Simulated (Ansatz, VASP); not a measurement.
**CoSi2 in VASP and in Ansatz**

```
Co Si
1.0
     0.00000    2.38072    2.38072
     2.38072    0.00000    2.38072
     2.38072    2.38072    0.00000
Co Si
1 2
Direct
  0.00000 0.00000 0.00000
  0.25000 0.25000 0.25000
  0.75000 0.75000 0.75000
```

Change from the starting cell: volume scaled by 0.72, LAPW.

Alike in both runs: task single point; functional PBEsol; k mesh 11 × 11 × 11; occupations fermi-dirac, width 0.1 eV; no spin polarisation.

```csv
,VASP,Ansatz
version,VASP 6.6.1,Ansatz 0.2.0
potentials or method,"VASP PAW PBE potentials, release 64 (Co, Si), cutoff 600 eV","all-electron LAPW, scalar-relativistic"
```

```tsv
	VASP	Ansatz	Ansatz less VASP
pressure (GPa)	130.9	129.3	-1.67
```

VASP's potentials were made for PBE, not for PBEsol. Both programs put the cell under a high pressure, so it lies far from rest at this level. Ansatz ran all-electron here, and VASP with PAW potentials.

Noted on VASP's run: the cell as given lies far from equilibrium.
